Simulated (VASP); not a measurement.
Here is a VASP 6.6.1 calculation.

Contents of INCAR:

```
SYSTEM = SnTe
ALGO = Normal ; EDIFF = 1E-6
ENCUT = 500 ; GGA = PE
GGA_COMPAT = .False. ; ISIF = 2
ISMEAR = -1 ; LASPH = .True.
LCHARG = .True. ; LORBIT = 11
LORBMOM = .True. ; LREAL = .False.
LSORBIT = .True. ; LVHAR = .True.
LWAVE = .False. ; MAGMOM = 0 0 0 0 0 0
NBANDS = 32 ; NELM = 200
PREC = Accurate ; SIGMA = 0.02
```

Contents of KPOINTS:

```
k-points
0
Gamma
  4 4 4
  0 0 0
```

Contents of POSCAR:

```
SnTe
1.0
    0.0000000000      3.1893301411      3.1893301411
    3.1893301411      0.0000000000      3.1893301411
    3.1893301411      3.1893301411      0.0000000000
Sn Te
1 1
Direct
    0.0000000000      0.0000000000      0.0000000000
    0.5000000000      0.5000000000      0.5000000000
```

Potentials or basis: VASP PAW PBE potentials, release 64 (Sn_d, Te).

Run with:

```bash
$ cat potpaw_PBE.64/Sn_d/POTCAR potpaw_PBE.64/Te/POTCAR > POTCAR
$ mpirun -np 1 vasp_ncl > vasp.out
```

**Question.** What does it give for the net moment?

**Answer.** 0.00 μB per cell.

**Question.** Estimate the pressure.

**Answer.** -0.1 GPa.

Moments on the atoms (μB; x, y, z):
```
Sn  0.00 0.00 0.00
Te  0.00 0.00 0.00
```

Caveat: the k points lie up to 0.43 Å⁻¹ apart.
